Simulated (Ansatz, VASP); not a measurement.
**Ni: VASP beside Ansatz**

```xyz
1
Lattice="0.0000 1.7250 1.7250 1.7250 0.0000 1.7250 1.7250 1.7250 0.0000" Properties=species:S:1:pos:R:3 pbc="T T T"
Ni    0.0000    0.0000    0.0000
```

Alike in both runs: task single point; functional PBE; k mesh 15 × 15 × 15; occupations fermi-dirac, width 0.05 eV; collinear spin.

|  | VASP | Ansatz |
| --- | --- | --- |
| version | VASP 6.6.1 | Ansatz 0.2.0 |
| potentials or method | VASP PAW PBE potentials, release 64 (Ni), cutoff 520 eV | PAW, plane waves, scalar-relativistic |
| valence electrons in the cell | 10 | 18 |

```csv
,VASP,Ansatz,Ansatz less VASP
pressure (GPa),13.5,13.8,+0.27
net moment per atom (μB),0.63,0.65,+0.014
size of the moment on the site where the two differ most (μB),0.64,0.68,+0.044
```

Site moments also hang on the region over which each program counts them. The functional is the same, so the differences come from potentials, cutoffs and numerics. VASP's potentials hold 10 valence electrons a cell and Ansatz's 18, so a difference there can come from the potentials and not from the codes. Ansatz's warnings: stability check not made.
